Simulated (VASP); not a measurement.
Here is a VASP 6.6.1 calculation.

File INCAR:

```
  PREC = Accurate
  ENCUT = 520
  EDIFF = 1E-6
  ISMEAR = 0
  SIGMA = 0.1
  LREAL = False
  LASPH = True
  NELM = 60
  ALGO = Normal
  ISIF = 2
  LWAVE = False
  LCHARG = False
  GGA = PE
  NBANDS = 34
```

Contents of KPOINTS:

```
regular mesh
0
Gamma
  4 4 4
```

Contents of POSCAR:

```
Ge3Pd
1.0
    4.1377279248      0.0000000000      0.0000000000
    0.0000000000      4.1377279248      0.0000000000
    0.0000000000      0.0000000000      4.1377279248
Ge Pd
3 1
Direct
    0.0000000000      0.5000000000      0.5000000000
    0.5000000000      0.0000000000      0.5000000000
    0.5000000000      0.5000000000      0.0000000000
    0.0000000000      0.0000000000      0.0000000000
```

Potentials or basis: VASP PAW PBE potentials, release 64 (Ge_d, Pd).

Command:

```bash
$ cat potpaw_PBE.64/Ge_d/POTCAR potpaw_PBE.64/Pd/POTCAR > POTCAR
$ mpirun -np 1 vasp_std > vasp.out
```

Predict the pressure.

0.0 GPa.

What does it give for the band gap on the k mesh?

Zero (bands 26 and 27 overlap by 1.77 eV).

Caveat: the k points lie up to 0.38 Å⁻¹ apart, too coarse for converged energies and pressures of a metal.
